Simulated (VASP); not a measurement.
Write the native input for VASP 6.6.1 that does the following.

```yaml
Task: single point
Functional: PBE
Potentials_or_basis: VASP PAW PBE potentials, release 64 (Ru_pv)
Cutoff: 520 eV
k_mesh: 18 × 18 × 18
Occupations: gaussian, width 0.1 eV
Spin: no spin polarisation
Dipole_correction: no
Further_INCAR_settings: ALGO = Normal; EDIFF = 1e-06; NBANDS = 13
```

The structure of Ru lies in POSCAR:

```
Ru
1.0
    0.0000000000      1.9051314360      1.9051314360
    1.9051314360      0.0000000000      1.9051314360
    1.9051314360      1.9051314360      0.0000000000
Ru
1
Direct
    0.0000000000      0.0000000000      0.0000000000
```

The input as run:

INCAR

```
SYSTEM = Ru
  PREC = Accurate
  ENCUT = 520
  EDIFF = 1E-6
  ISMEAR = 0
  SIGMA = 0.1
  LREAL = .False.
  LASPH = .True.
  NELM = 60
  ALGO = Normal
  ISIF = 2
  LWAVE = .False.
  LCHARG = .True.
  GGA = PE
  LELF = .True.
  LVHAR = .True.
  NBANDS = 13
```

KPOINTS

```
regular mesh
0
Gamma
  18 18 18
  0 0 0
```

Potentials or basis: VASP PAW PBE potentials, release 64 (Ru_pv).

Run with:

```sh
$ cat potpaw_PBE.64/Ru_pv/POTCAR > POTCAR
$ mpirun -np 1 vasp_std > vasp.out
```

Results of the run:

| Quantity | Value |
| --- | --- |
| Pressure | -0.1 GPa |
| Band gap on the k mesh | zero (band 7 reaches 14.62 eV, above the bottom of band 8 at 11.28 eV) |

It took 18 s on 1 thread of Intel(R) Xeon(R) Platinum 8375C CPU @ 2.90GHz (Ice Lake), with other jobs on the host, peak memory 0.15 GiB.
